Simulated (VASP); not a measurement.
Set up this calculation in VASP 6.6.1, as the native input.

* Task: single point
* Functional: PBE
* Potentials or basis: VASP PAW PBE potentials, release 64 (Sn_d, O)
* Cutoff: 520 eV
* k mesh: 10 × 10 × 8
* Occupations: gaussian, width 0.05 eV
* Spin: no spin polarisation
* Dipole correction: no
* Further INCAR settings: ALGO = Normal; EDIFF = 1e-06; NBANDS = 28

The structure of SnO lies in POSCAR:

```
SnO
1.0
    3.7521256289      0.0000000000      0.0000000000
    0.0000000000      3.7521256289      0.0000000000
    0.0000000000      0.0000000000      5.1432860516
Sn O
2 2
Direct
    0.0000000000      0.5000000000      0.2287361932
    0.5000000000      0.0000000000      0.7712638068
    0.0000000000      0.0000000000      0.0000000000
    0.5000000000      0.5000000000      0.0000000000
```

This cell differs from its parent crystal: strain -0.030 along x and y, +0.015 along z.

These files were run (other wordings do the same):

INCAR

```
SYSTEM = SnO
PREC = Accurate
ENCUT = 520
EDIFF = 1E-6
ISMEAR = 0
SIGMA = 0.05
LREAL = .FALSE.
LASPH = .TRUE.
NELM = 80
ALGO = Normal
ISIF = 2
LWAVE = .FALSE.
LCHARG = .FALSE.
GGA = PE
NBANDS = 28
```

KPOINTS

```
regular mesh
0
G
  10 10 8
  0 0 0
```

Potentials or basis: VASP PAW PBE potentials, release 64 (Sn_d, O).

Run with:

```console
$ cat potpaw_PBE.64/Sn_d/POTCAR potpaw_PBE.64/O/POTCAR > POTCAR
$ mpirun -np 1 vasp_std > vasp.out
```

Results of the run:

| Item | Value |
| --- | --- |
| Pressure | 5.2 GPa |
| Largest force | 0.490 eV/Å |
| Band gap on the k mesh | 0.23 eV (least direct gap 2.01 eV) |

Caveat: the cell differs from its parent crystal (strain -0.030 along x and y, +0.015 along z); the cell stands under pressure; spin-orbit coupling is left out, which moves the levels of the heavy elements.

It took 110 s on 1 thread of AMD EPYC 9R45 96-Core Processor (Zen 5) (shared host), peak memory 0.26 GiB.
